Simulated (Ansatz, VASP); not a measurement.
One calculation of AlN, two programs

```xyz
4
Lattice="3.1136 0.0000 0.0000 -1.5568 2.6964 0.0000 0.0000 0.0000 4.9831" Properties=species:S:1:pos:R:3 pbc="T T T"
Al    0.0000    1.7976   -0.1764
Al    1.5568    0.8988    2.3151
N     0.0000    1.7976    2.0800
N     1.5568    0.8988    4.5715
```

Change from the starting cell: polar distortion scaled by 0.40.

Alike in both runs: task single point; functional r2SCAN; k mesh 9 × 9 × 6; no spin polarisation.

|  | VASP | Ansatz |
| --- | --- | --- |
| version | VASP 6.6.1 | Ansatz 0.2.0 |
| potentials or method | VASP PAW PBE potentials, release 64 (Al, N), cutoff 520 eV | scalar-relativistic, plane waves, PAW |
| occupations | gaussian, width 0.01 eV | fixed |
| valence electrons in the cell | 16 | 16 |

```csv
,VASP,Ansatz,Ansatz less VASP
gap on the k mesh at the Fermi level (eV),3.68,3.65,-0.030
least direct gap on the mesh (eV),3.68,3.65,-0.030
pressure (GPa),4.4,4.6,+0.24
"traceless stress, the component that is largest in VASP (GPa)",-16.71,-16.48,+0.232
rms of the force components (eV/Å),0.725,0.715,-0.0105
```

VASP's potentials were made for PBE, not for r2SCAN. Atom by atom the forces differ by 0.011 eV/Å (rms over components).
